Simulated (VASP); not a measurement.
# CdSe: phonons with r2SCAN

Crystal: CdSe.

```
Cd Se
1.0
     3.03080    3.03080    0.00000
    -3.03080    3.03080    0.00000
     0.00000    3.03080    3.03080
Cd Se
1 1
Direct
  0.00000 0.00000 0.00000
  0.75000 0.25000 0.50000
```

```json
{
 "Program": "VASP 6.6.1",
 "Task": "phonons",
 "Functional": "r2SCAN",
 "Potentials or basis": "VASP PAW PBE potentials, release 64 (Cd, Se)",
 "Cutoff": "520 eV",
 "k mesh": "6 × 6 × 6",
 "Occupations": "gaussian, width 0.01 eV",
 "Spin": "no spin polarisation",
 "Dipole correction": "no",
 "Further INCAR settings": "ALGO = Normal; EDIFF = 1e-08; NBANDS = 16; IBRION = 6; POTIM = 0.015; NSW = 1"
}
```

- Highest phonon frequency at Γ, LO-TO splitting left out: 175 cm⁻¹

Phonon frequencies in cm⁻¹ (negative: imaginary):
| q point | frequencies |
| --- | --- |
| (0.000, 0.000, 0.000) | 0 0 0 175 175 175 |

Run time: 3.2 min on 1 thread of Intel(R) Xeon(R) 6975P-C (Granite Rapids), with other jobs on the host, peak memory 0.23 GiB.

Caveat: the cell stands under pressure or tension, which shifts response properties.
